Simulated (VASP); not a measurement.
The system is Te.

```xyz
3
Lattice="4.4835 0.0000 0.0000 -2.2417 3.8828 0.0000 0.0000 0.0000 5.9632" Properties=species:S:1:pos:R:3 pbc="T T T"
Te    1.6387    2.8383    0.0000
Te   -0.6030    1.0445    3.9755
Te    1.2061    0.0000    1.9877
```

Base run:

```yaml
Program: VASP 6.6.1
Functional: PBE
Potentials_or_basis: VASP PAW PBE potentials, release 64 (Te)
Cutoff: 520 eV
k_mesh: 7 × 7 × 5
Occupations: fermi-dirac, width 0.05 eV
Spin: no spin polarisation
```

Its results: band gap on the k mesh 0.63 eV (least direct gap 0.77 eV); pressure 0.5 GPa; largest force 0.055 eV/Å.

**Question.** After a change of settings the same cell gave: band gap on the k mesh 0.58 eV (least direct gap 0.73 eV); pressure -2.7 GPa; largest force 0.016 eV/Å. Which change was it?
A. functional from PBE to PBEsol; further incar settings from ALGO = Normal; EDIFF = 1e-07; NBANDS = 16 to ALGO = Normal; EDIFF = 1e-06; NBANDS = 16
B. functional from PBE to r2SCAN; further incar settings from ALGO = Normal; EDIFF = 1e-07; NBANDS = 16 to ALGO = Normal; EDIFF = 1e-06; NBANDS = 16
C. functional from PBE to LDA; potentials or basis from VASP PAW PBE potentials, release 64 (Te) to VASP PAW LDA potentials, release 64 (Te)

**Answer.** C.

Caveats: spin-orbit coupling is left out, which moves the levels of the heavy elements; an odd mesh through Γ misses points on the zone boundary, where band edges can lie.
